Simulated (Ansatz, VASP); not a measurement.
## Two plane-wave programs on W

```
CELL_PARAMETERS angstrom
0.00000 2.16606 1.59054
2.16606 0.00000 1.59054
2.16606 2.16606 0.00000
ATOMIC_POSITIONS crystal
W 0.00000 0.00000 0.00000
```

Alike in both runs: task single point; functional LDA; k mesh 22 × 22 × 22; occupations gaussian, width 0.15 eV; no spin polarisation.

|  | VASP | Ansatz |
| --- | --- | --- |
| version | VASP 6.6.1 | Ansatz 0.2.0 |
| potentials or method | VASP PAW LDA potentials, release 64 (W_sv), cutoff 520 eV | scalar-relativistic, plane waves, PAW |
| valence electrons in the cell | 14 | 14 |

Ansatz gave:

* gap on the k mesh at the Fermi level (eV): none
* pressure (GPa): 11.8
* traceless stress, the component that is largest in VASP (GPa): -8.57

Task: Estimate VASP's values.

Result: gap on the k mesh at the Fermi level (eV): none; pressure (GPa): 14.0; traceless stress, the component that is largest in VASP (GPa): -8.62.

Ansatz warns that its potentials were made for another functional, while VASP's fit it. LDA's correlation is that of Perdew and Zunger in VASP and of Perdew and Wang (1992) in Ansatz. A gap of «none» marks a metal or a gap that the smearing closes.

Spin-orbit coupling is off throughout.
